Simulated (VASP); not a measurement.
Set up this calculation in VASP 6.6.1, as the native input.

```yaml
Task: single point
Functional: PBE
Dispersion: D3(BJ)
Potentials_or_basis: VASP PAW PBE potentials, release 64 (Li_sv, F)
Cutoff: 520 eV
k_mesh: 3 × 3 × 1
Occupations: gaussian, width 0.05 eV
Spin: no spin polarisation
Dipole_correction: yes
Further_INCAR_settings: LREAL = Auto; ALGO = Normal; EDIFF = 1e-06; NBANDS = 102
```

The structure of LiF lies in POSCAR:

```
LiF
1.0
    5.6574267954      0.0000000000      0.0000000000
    0.0000000000      5.6574267954      0.0000000000
    0.0000000000      0.0000000000     22.0006072766
Li F
16 16
Direct
    0.2500000000      0.2500000000      0.3636263263
    0.2500000000      0.7500000000      0.3636263263
    0.7500000000      0.2500000000      0.3636263263
    0.7500000000      0.7500000000      0.3636263263
    0.5000000000      0.5000000000      0.4545421088
    0.5000000000      0.0000000000      0.4545421088
    0.0000000000      0.5000000000      0.4545421088
    0.0000000000      0.0000000000      0.4545421088
    0.7500000000      0.7500000000      0.5460373649
    0.7500000000      0.2500000000      0.5460373649
    0.2500000000      0.7500000000      0.5460373649
    0.2500000000      0.2500000000      0.5460373649
    0.0000000000      0.0000000000      0.6352207914
    0.0000000000      0.5000000000      0.6352207914
    0.5000000000      0.0000000000      0.6352207914
    0.5000000000      0.5000000000      0.6352207914
    0.5000000000      0.5000000000      0.3636263263
    0.5000000000      0.0000000000      0.3636263263
    0.0000000000      0.5000000000      0.3636263263
    0.0000000000      0.0000000000      0.3636263263
    0.7500000000      0.7500000000      0.4545421088
    0.7500000000      0.2500000000      0.4545421088
    0.2500000000      0.7500000000      0.4545421088
    0.2500000000      0.2500000000      0.4545421088
    0.0000000000      0.0000000000      0.5454767079
    0.0000000000      0.5000000000      0.5454767079
    0.5000000000      0.0000000000      0.5454767079
    0.5000000000      0.5000000000      0.5454767079
    0.2500000000      0.2500000000      0.6385745181
    0.2500000000      0.7500000000      0.6385745181
    0.7500000000      0.2500000000      0.6385745181
    0.7500000000      0.7500000000      0.6385745181
```

One way to write it, as run:

INCAR

```
SYSTEM = LiF
PREC = Accurate
ENCUT = 520
EDIFF = 1E-6
ISMEAR = 0
SIGMA = 0.05
LREAL = Auto
LASPH = .True.
NELM = 100
ALGO = Normal
ISIF = 2
LWAVE = .False.
LCHARG = .True.
LDIPOL = .True.
IDIPOL = 3
DIPOL = 0.5 0.5 0.500
GGA = PE
IVDW = 12
LELF = .True.
LVHAR = .True.
LVACPOTAV = .True.
NBANDS = 102
```

KPOINTS

```
regular mesh
0
Gamma
  3 3 1
  0 0 0
```

Potentials or basis: VASP PAW PBE potentials, release 64 (Li_sv, F).

The run is started by

```bash
$ cat potpaw_PBE.64/Li_sv/POTCAR potpaw_PBE.64/F/POTCAR > POTCAR
$ mpirun -np 1 vasp_std > vasp.out
```

Results of the run:

```
Largest force              : 0.385 eV/Å
Band gap on the k mesh     : 6.29 eV
Dispersion energy per atom : -0.136 eV
```

Run time: 12 min on 1 thread of Oxide Virtual Turin-like Processor, with other jobs on the host, peak memory 0.59 GiB.
